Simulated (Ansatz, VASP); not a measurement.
## Two plane-wave programs on Na

```
CELL_PARAMETERS angstrom
3.75440 0.00000 0.00000
-1.87720 3.25141 0.00000
0.00000 0.00000 6.13342
ATOMIC_POSITIONS crystal
Na 0.33333 0.66667 0.25000
Na 0.66667 0.33333 0.75000
```

Change from the starting cell: volume scaled by 0.99, PAW files.

Alike in both runs: task electric field gradients; functional PBEsol; k mesh 13 × 13 × 7; occupations fermi-dirac, width 0.05 eV; no spin polarisation.

```csv
,VASP,Ansatz
version,VASP 6.6.1,Ansatz 0.2.0
potentials or method,"VASP PAW PBE potentials, release 64 (Na_pv)","PAW with Ansatz's default frozen-core files, scalar-relativistic"
plane-wave cutoff (eV),520,420
valence electrons in the cell,14,18
```

```tsv
	VASP	Ansatz	Ansatz less VASP
pressure (GPa)	-0.2	-0.2	0.00
traceless stress, the component that is largest in VASP (GPa)	0.08	0.08	-0.001
size of Vzz on the site where it differs most (V/Å²)	0.3	0.3	-0.01
```

VASP's potentials were made for PBE, not for PBEsol. VASP's potentials hold 14 valence electrons a cell and Ansatz's 18, so a difference there can come from the potentials and not from the codes.
